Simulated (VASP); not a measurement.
# AlN (P6_3mc) in VASP: a series of runs

Runs on AlN. Level: r2SCAN. Tasks: single point, relaxation of cell and atoms.

All numbers are computed with VASP 6.6.1; they aren't measurements. Logs are shortened: lines on timing, memory, paths and dates and some standing lists are left out, and cuts for length are marked.

## 1. The cell of the first run

The structure is hexagonal, space group P6_3mc (No. 186). Conventional cell: a = 3.107 Å, b = 3.107 Å, c = 4.979 Å, α = 90.00°, β = 90.00°, γ = 120.00°. Within 2.5 Å of Al (site symmetry 3m) lie 4 N at 1.89 to 1.90 Å. Within 2.5 Å of N (site symmetry 3m) lie 4 Al at 1.89 to 1.90 Å.

## 2. Single point, r2SCAN

File POSCAR:

```
AlN
1.0
    3.1066956632      0.0000000000      0.0000000000
   -1.5533478316      2.6904773662      0.0000000000
    0.0000000000      0.0000000000      4.9785179513
Al N
2 2
Direct
    0.3333333333      0.6666666667     -0.0008019551
    0.6666666667      0.3333333333      0.4991980449
    0.3333333333      0.6666666667      0.3808019551
    0.6666666667      0.3333333333      0.8808019551
```

File INCAR.step1:

```
  ALGO = Normal
  EDIFF = 1E-4
  ENCUT = 520
  GGA = PE
  ISMEAR = -1
  LASPH = True
  LCHARG = False
  LREAL = False
  LWAVE = True
  NBANDS = 16
  NELM = 100
  PREC = Accurate
  SIGMA = 0.08
```

File INCAR.step2:

```
  ALGO = Normal
  EDIFF = 1E-6
  ENCUT = 520
  ISIF = 2
  ISMEAR = -1
  ISTART = 1
  LASPH = True
  LCHARG = True
  LELF = True
  LMIXTAU = True
  LREAL = False
  LVHAR = True
  LWAVE = False
  METAGGA = R2SCAN
  NBANDS = 16
  NELM = 100
  PREC = Accurate
  SIGMA = 0.08
```

File KPOINTS:

```
k-points
0
Gamma
  12 12 6
```

Potentials or basis: VASP PAW PBE potentials, release 64 (Al, N).

Run with:

```sh
$ cat potpaw_PBE.64/Al/POTCAR potpaw_PBE.64/N/POTCAR > POTCAR
$ cp INCAR.step1 INCAR
$ mpirun -np 1 vasp_std > vasp.out
$ cp INCAR.step2 INCAR
$ mpirun -np 1 vasp_std > vasp.out
```

OUTCAR:

```text
EDIFF = 1E-6
   ENCUT = 520
   ISIF = 2
   ISMEAR = -1
   ISTART = 1
   LASPH = True
   LREAL = False
   METAGGA = R2SCAN
   NELM = 100
   PREC = Accurate

 ion  position               nearest neighbor table
   1  0.333  0.667  0.999-   4 1.89   4 1.89   4 1.89   3 1.90   2 3.07   2 3.07   2 3.07   2 3.07
                             2 3.07   2 3.07
   2  0.667  0.333  0.499-   3 1.89   3 1.89   3 1.89   4 1.90   1 3.07   1 3.07   1 3.07   1 3.07
                             1 3.07   1 3.07
   3  0.333  0.667  0.381-   2 1.89   2 1.89   2 1.89   1 1.90
   4  0.667  0.333  0.881-   1 1.89   1 1.89   1 1.89   2 1.90

  LATTYP: Found a hexagonal cell.
 ALAT       =     3.1066956632
 C/A-ratio  =     1.6025122803

  Lattice vectors:

 A1 = (   3.1066956632,   0.0000000000,   0.0000000000)
 A2 = (  -1.5533478316,   2.6904773662,   0.0000000000)
 A3 = (   0.0000000000,   0.0000000000,   4.9785179513)

Analysis of symmetry for initial positions (statically):
=====================================================================
 Subroutine PRICEL returns:
 Original cell was already a primitive cell.

 Routine SETGRP: Setting up the symmetry group for a
 hexagonal supercell.

 Subroutine GETGRP returns: Found 12 space group operations
 (whereof  6 operations were pure point group operations)
 out of a pool of 24 trial point group operations.

The static configuration has the point symmetry C_3v.
 The point group associated with its full space group is C_6v.

Analysis of symmetry for dynamics (positions and initial velocities):
=====================================================================
 Subroutine PRICEL returns:
 Original cell was already a primitive cell.

 Routine SETGRP: Setting up the symmetry group for a
 hexagonal supercell.

 Subroutine GETGRP returns: Found 12 space group operations
 (whereof  6 operations were pure point group operations)
 out of a pool of 24 trial point group operations.

The dynamic configuration has the point symmetry C_3v.
 The point group associated with its full space group is C_6v.

 Subroutine INISYM returns: Found 12 space group operations
 (whereof  6 operations are pure point group operations),
 and found     1 'primitive' translations

----------------------------------------------------------------------------------------

                                     Primitive cell

  volume of cell :      41.6129

  direct lattice vectors                    reciprocal lattice vectors
[... 89 lines left out ...]
   ENCUT  =  520.0 eV  38.22 Ry    6.18 a.u.   5.78  5.78  9.26*2*pi/ulx,y,z
   NELM   =    100;   NELMIN=  2; NELMDL=  0     # of ELM steps
   EDIFF  = 0.1E-05   stopping-criterion for ELM
   LREAL  =      F    real-space projection
   EDIFFG = 0.1E-04   stopping-criterion for IOM
   NSW    =      0    number of steps for IOM
   IBRION =     -1    ionic relax: 0-MD 1-quasi-New 2-CG
   NFREE  =      0    steps in history (QN), initial steepest desc. (CG)
   ISIF   =      2    stress and relaxation
   ISYM   =      2    0-nonsym 1-usesym 2-fastsym
   POTIM  = 0.5000    time-step for ionic-motion
   TEBEG  =    0.0;   TEEND  =   0.0 temperature during run
   PSTRESS=    0.0 pullay stress
   NELECT =      16.0000    total number of electrons
   NUPDOWN=      -1.0000    fix difference up-down
   EMIN   =  10.00;   EMAX   =-10.00  energy-range for DOS
   EFERMI =   0.00;   METHOD = LEGACY
   ISMEAR =    -1;   SIGMA  =   0.08  broadening in eV -4-tet -1-fermi 0-gaus
   EFERMI_NEDOS =   21; number of points for ismear=-14 and -15
   IALGO  =     38    algorithm
   IMIX   =      4    mixing-type and parameters
     AMIX     =   0.40;   BMIX     =  1.00
     AMIX_MAG =   1.60;   BMIX_MAG =  1.00
  volume/ion in A,a.u.               =      10.40        70.20
  Fermi-wavevector in a.u.,A,eV,Ry     =   1.190434  2.249595 19.281278  1.417134
  Thomas-Fermi vector in A             =   2.326519
   LORBIT       =      0    0 simple, 1 ext, 2 COOP (PROOUT), +10 PAW based schemes
   METAGGA = R2SCAN    functional components
   LHFCALC =     F    Hartree Fock is set to
   AEXX    =    0.0000 exact exchange contribution
   IVDW    =     0    specifies the selected vdW correction
   LEPSILON=     F    determine dielectric tensor
   LRPA    =     F    only Hartree local field effects (RPA)
 non-spin polarized calculation
  energy-cutoff  :      520.00
  volume of cell :       41.61
 maximum number of plane-waves:      1152
 NGX is ok and might be reduce to    24
   NGX = 11   NGY = 11   NGZ = 19

 number of electron      15.9999996 magnetization

 Free energy of the ion-electron system (eV)
  ---------------------------------------------------
  ext. energy  EPLUGINS =         0.00000000
  ---------------------------------------------------
  free energy    TOTEN  =       -38.45646434 eV

  energy without entropy =      -38.45646434  energy(sigma->0) =      -38.45646434

 E-fermi :   7.5697     XC(G=0): -11.4167

 val. band max:        5.9178268069   @ k =   0.0000   0.0000   0.0000
 cond. band min:      10.8383962044   @ k =   0.0000   0.0000   0.0000
 fundamental gap:      4.9205693975
 Fermi energy:         7.5697255668

 k-point     1 :       0.0000    0.0000    0.0000
  band No.  band energies     occupation
      1     -10.0625      2.00000
      2      -7.9406      2.00000
      3      -0.1515      2.00000
      4       5.0336      2.00000
      5       5.0336      2.00000
      6       5.6943      2.00000
[... 433 lines left out ...]
      3       0.9528      2.00000
      4       1.9311      2.00000
      5       2.5410      2.00000
      6       4.1067      2.00000
[... 8 lines left out ...]
     15      19.4230      0.00000
     16      21.3272      0.00000

 [... further k-points ...]
[... 5 lines left out ...]
  --------------------------------------------------------------------------------------
  -------------------------------------------------------------------------------------
  Total       -0.1024546     -0.1024546     -0.0961494      0.0000000     -0.0000000     -0.0000000
  in kB       -3.9447002     -3.9447002     -3.7019364      0.0000000     -0.0000000     -0.0000000
  external PRESSURE =      -3.8637789 kB  Pullay stress =       0.0000000 kB

 VOLUME and BASIS-vectors are now :
 -----------------------------------------------------------------------------
  energy-cutoff  :      520.00
  volume of cell :       41.61
      direct lattice vectors                 reciprocal lattice vectors
     3.106695663  0.000000000  0.000000000     0.321885408  0.185840627  0.000000000
    -1.553347832  2.690477366  0.000000000     0.000000000  0.371681254  0.000000000
     0.000000000  0.000000000  4.978517951     0.000000000  0.000000000  0.200862990

 POSITION                                       TOTAL-FORCE (eV/Angst)
 -----------------------------------------------------------------------------------
     -0.00000      1.79365      4.97453        -0.000000      0.000000     -0.002584
      1.55335      0.89683      2.48527         0.000000     -0.000000     -0.002584
     -0.00000      1.79365      1.89583         0.000000      0.000000      0.002584
      1.55335      0.89683      4.38509         0.000000      0.000000      0.002584
 -----------------------------------------------------------------------------------
    total drift:                               -0.000000     -0.000000     -0.025642

  FREE ENERGIE OF THE ION-ELECTRON SYSTEM (eV)
  ---------------------------------------------------
  free  energy   TOTEN  =       -38.4564643409 eV

  energy  without entropy=      -38.4564643409  energy(sigma->0) =      -38.45646434
```

Run time: 1.9 min. Hardware: 1 thread of Intel Xeon Platinum 8375C at 2.90GHz (Ice Lake), shared host; peak memory 0.19 GiB.

What came out:

```yaml
Free_energy: -38.4565 eV
Pressure: -0.4 GPa
Band_gap_on_the_k_mesh: 4.92 eV, direct
```

Forces in eV/Å, atoms in the order of the input:
```
Al   0.000  0.000 -0.003
Al   0.000  0.000 -0.003
N    0.000  0.000  0.003
N    0.000  0.000  0.003
```

Caveat: the PAW data sets were made with another functional, which shifts forces and pressure a little. A k mesh can miss the band edges.

## 3. Relaxation of cell and atoms, r2SCAN, target pressure -2 GPa, at which the enthalpy is minimised

POSCAR is that of step 2.

File INCAR.step1:

```
SYSTEM = AlN
PREC = Accurate ; ENCUT = 600
ISMEAR = 0 ; SIGMA = 0.01
LREAL = .FALSE. ; LASPH = .TRUE.
NELM = 80 ; GGA = PE
ALGO = Normal ; EDIFF = 1E-4
LWAVE = .TRUE. ; LCHARG = .FALSE.
```

File INCAR.step2:

```
SYSTEM = AlN
PREC = Accurate ; ENCUT = 600
EDIFF = 1E-7 ; ISMEAR = 0
SIGMA = 0.01 ; LREAL = .FALSE.
LASPH = .TRUE. ; NELM = 80
ALGO = Normal ; ISIF = 3
LWAVE = .FALSE. ; LCHARG = .FALSE.
METAGGA = R2SCAN ; LMIXTAU = .TRUE.
IBRION = 2 ; NSW = 100
EDIFFG = -0.002 ; PSTRESS = -20.0
ISTART = 1
```

File KPOINTS:

```
Automatic mesh
0
G
  8 8 4
  0 0 0
```

Potentials or basis: VASP PAW PBE potentials, release 64 (Al, N).

Run with:

```sh
$ cat potpaw_PBE.64/Al/POTCAR potpaw_PBE.64/N/POTCAR > POTCAR
$ cp INCAR.step1 INCAR
$ mpirun -np 1 vasp_std > vasp.out
$ cp INCAR.step2 INCAR
$ mpirun -np 1 vasp_std > vasp.out
```

OUTCAR:

```text
SYSTEM = AlN
   PREC = Accurate
   ENCUT = 600
   EDIFF = 1E-7
   ISMEAR = 0
   LREAL = .FALSE.
   LASPH = .TRUE.
   NELM = 80
   ISIF = 3
   METAGGA = R2SCAN
   IBRION = 2
   NSW = 100
   EDIFFG = -0.002
   PSTRESS = -20.0
   ISTART = 1

 ion  position               nearest neighbor table
   1  0.333  0.667  0.999-   4 1.89   4 1.89   4 1.89   3 1.90   2 3.07   2 3.07   2 3.07   2 3.07
                             2 3.07   2 3.07
   2  0.667  0.333  0.499-   3 1.89   3 1.89   3 1.89   4 1.90   1 3.07   1 3.07   1 3.07   1 3.07
                             1 3.07   1 3.07
   3  0.333  0.667  0.381-   2 1.89   2 1.89   2 1.89   1 1.90
   4  0.667  0.333  0.881-   1 1.89   1 1.89   1 1.89   2 1.90

  LATTYP: Found a hexagonal cell.
 ALAT       =     3.1066956632
 C/A-ratio  =     1.6025122803

  Lattice vectors:

 A1 = (   3.1066956632,   0.0000000000,   0.0000000000)
 A2 = (  -1.5533478316,   2.6904773662,   0.0000000000)
 A3 = (   0.0000000000,   0.0000000000,   4.9785179513)

Analysis of symmetry for initial positions (statically):
=====================================================================
 Subroutine PRICEL returns:
 Original cell was already a primitive cell.

 Routine SETGRP: Setting up the symmetry group for a
 hexagonal supercell.

 Subroutine GETGRP returns: Found 12 space group operations
 (whereof  6 operations were pure point group operations)
 out of a pool of 24 trial point group operations.

The static configuration has the point symmetry C_3v.
 The point group associated with its full space group is C_6v.

Analysis of symmetry for dynamics (positions and initial velocities):
=====================================================================
 Subroutine PRICEL returns:
 Original cell was already a primitive cell.

 Routine SETGRP: Setting up the symmetry group for a
 hexagonal supercell.

 Subroutine GETGRP returns: Found 12 space group operations
 (whereof  6 operations were pure point group operations)
 out of a pool of 24 trial point group operations.

[... 138 lines left out ...]
 Gauss-broadening in eV      SIGMA  =   0.01
  energy-cutoff  :      600.00
  volume of cell :       41.61
 maximum number of plane-waves:      1412
 NGX is ok and might be reduce to    28
   NGX = 13   NGY = 13   NGZ = 19

--------------------------------------- Ionic step        1  -------------------------------------------

 number of electron      15.9999999 magnetization

 Free energy of the ion-electron system (eV)
  ---------------------------------------------------
  ext. energy  EPLUGINS =         0.00000000
  ---------------------------------------------------
  free energy    TOTEN  =       -38.45576367 eV

  energy without entropy =      -38.45576367  energy(sigma->0) =      -38.45576367

------------------------ aborting loop because EDIFF is reached ----------------------------------------

  FORCE on cell =-STRESS in cart. coord.  units (eV):
  Direction    XX          YY          ZZ          XY          YZ          ZX
  --------------------------------------------------------------------------------------
  -------------------------------------------------------------------------------------
  Total       -0.0838667     -0.0838667     -0.0784035      0.0000000      0.0000000      0.0000000
  in kB       -3.2290280     -3.2290280     -3.0186858      0.0000000      0.0000000      0.0000000
  external PRESSURE =      16.8410861 kB  Pullay stress =     -20.0000000 kB
[... 307 lines left out ...]
--------------------------------------- Ionic step        9  -------------------------------------------

 number of electron      15.9999999 magnetization

 Free energy of the ion-electron system (eV)
  ---------------------------------------------------
  ext. energy  EPLUGINS =         0.00000000
  ---------------------------------------------------
  free energy    TOTEN  =       -38.45331641 eV

  energy without entropy =      -38.45331641  energy(sigma->0) =      -38.45331641

 E-fermi :   5.9283     XC(G=0): -11.3792

 val. band max:        5.8361600459   @ k =   0.0000   0.0000   0.0000
 cond. band min:      10.6831386491   @ k =   0.0000   0.0000   0.0000
 fundamental gap:      4.8469786032
 Fermi energy:         5.9282661767

 k-point     1 :       0.0000    0.0000    0.0000
  band No.  band energies     occupation
      1     -10.0913      2.00000
      2      -7.9967      2.00000
      3      -0.1939      2.00000
      4       4.9622      2.00000
      5       4.9622      2.00000
      6       5.6195      2.00000
      7       5.6195      2.00000
      8       5.8362      2.00000
      9      10.6831      0.00000
     10      13.3088      0.00000
     11      17.3789      0.00000
     12      17.8275      0.00000
[... 331 lines left out ...]
 k-point    24 :       0.3750    0.0000    0.5000
  band No.  band energies     occupation
      1      -8.0600      2.00000
      2      -8.0600      2.00000
      3       0.7105      2.00000
      4       0.7105      2.00000
      5       4.3261      2.00000
      6       4.3261      2.00000
      7       4.4714      2.00000
      8       4.4714      2.00000
      9      12.1715      0.00000
     10      12.1715      0.00000
     11      16.1699      0.00000
     12      16.1699      0.00000

 [... further k-points ...]
[... 5 lines left out ...]
  --------------------------------------------------------------------------------------
  -------------------------------------------------------------------------------------
  Total       -0.5315616     -0.5315616     -0.5259933      0.0000000      0.0000000      0.0000000
  in kB      -20.2985617    -20.2985617    -20.0859254      0.0000000      0.0000000      0.0000000
  external PRESSURE =      -0.2276829 kB  Pullay stress =     -20.0000000 kB
[... 23 lines left out ...]
  energy  without entropy=      -38.4533164076  energy(sigma->0) =      -38.45331641

  enthalpy is  TOTEN    =       -38.9770595573 eV   P V=       -0.5237431497

 reached required accuracy - stopping structural energy minimisation
```

OSZICAR.step1:

```text
N       E                     dE             d eps       ncg     rms          rms(c)
DAV:   1     0.609383723321E+02    0.60938E+02   -0.81719E+03   720   0.134E+03
DAV:   2    -0.297116025183E+02   -0.90650E+02   -0.82303E+02  1036   0.248E+02
DAV:   3    -0.344923562106E+02   -0.47808E+01   -0.47601E+01   916   0.627E+01
DAV:   4    -0.345337865950E+02   -0.41430E-01   -0.41418E-01   848   0.659E+00
DAV:   5    -0.345343766297E+02   -0.59003E-03   -0.59001E-03   900   0.782E-01    0.122E+01
DAV:   6    -0.297667320174E+02    0.47676E+01   -0.16957E+01   876   0.332E+01    0.421E+00
DAV:   7    -0.297823460030E+02   -0.15614E-01   -0.66160E-01   804   0.688E+00    0.289E+00
DAV:   8    -0.297749374450E+02    0.74086E-02   -0.75619E-02   812   0.309E+00    0.479E-01
DAV:   9    -0.297703656433E+02    0.45718E-02   -0.18643E-02   924   0.103E+00    0.241E-01
DAV:  10    -0.297709113773E+02   -0.54573E-03   -0.25107E-03   832   0.402E-01    0.136E-01
DAV:  11    -0.297708174044E+02    0.93973E-04   -0.29920E-04   680   0.142E-01
   1 F= -.29770817E+02 E0= -.29770817E+02  d E =-.720979E-72
```

It took 7.8 min on 1 thread of Intel Xeon Platinum 8375C at 2.90GHz (Ice Lake), shared host; peak memory 0.18 GiB.

Results:

- Free energy: -38.4533 eV
- Relaxed volume: 10.49 Å³/atom
- Relaxed cell: a = 3.115 Å, b = 3.115 Å, c = 4.994 Å, α = 90.00°, β = 90.00°, γ = 120.00°
- Space group after relaxing (to 0.05 Å): P6_3mc (No. 186)
- Energy change on relaxing (the enthalpy is what falls): +0.6 meV/atom
- Ionic steps: 9
- Pressure after relaxing: -2.0 GPa
- Band gap on the k mesh: 4.85 eV, direct

Step by step:
| step | energy change (eV) | largest force (eV/Å) | pressure (GPa) | volume (Å³) |
| --- | --- | --- | --- | --- |
| 1 | 0.0000 | 0.0025 | -0.32 | 41.61 |
| 2 | 0.0080 | 0.0081 | -3.55 | 42.27 |
| 3 | 0.0025 | 0.0033 | -2.04 | 41.96 |
| 4 | 0.0024 | 0.0032 | -2.00 | 41.95 |
| 5 | 0.0023 | 0.0031 | -1.97 | 41.94 |
| 6 | 0.0023 | 0.0030 | -1.97 | 41.95 |
| 7 | 0.0023 | 0.0030 | -1.97 | 41.95 |
| 8 | 0.0025 | 0.0019 | -2.03 | 41.96 |
| 9 | 0.0024 | 0.0008 | -2.02 | 41.96 |

Final structure:
```yaml
crystal:
  lattice:
    - [3.11472, 0.00000, 0.00000]
    - [-1.55736, 2.69742, 0.00000]
    - [0.00000, 0.00000, 4.99380]
  atoms:
    - { symbol: Al, position: [0.33333, 0.66667, 0.99926] }
    - { symbol: Al, position: [0.66667, 0.33333, 0.49926] }
    - { symbol: N, position: [0.33333, 0.66667, 0.38074] }
    - { symbol: N, position: [0.66667, 0.33333, 0.88074] }
```

Levels at points of the mesh, in eV from the valence-band top:
```
           k point  band 6  band 7  band 8  band 9  band 10  band 11
(0.00, 0.00, 0.00)   -0.22   -0.22    0.00    4.85     7.47    11.54
(0.50, 0.00, 0.00)   -2.12   -1.76   -0.70    6.43     6.54     8.98
(0.00, 0.00, 0.50)   -0.55   -0.55   -0.55    7.19     7.19    11.24
(0.50, 0.00, 0.50)   -1.49   -1.38   -1.38    5.97     5.97    10.10
```

Caveat: the cell is relaxed towards a set pressure, so the enthalpy falls and the energy may rise; the PAW data sets were made with another functional, which shifts forces and pressure a little. r2SCAN opens gaps a little over a GGA but as a rule still falls short of measured ones.
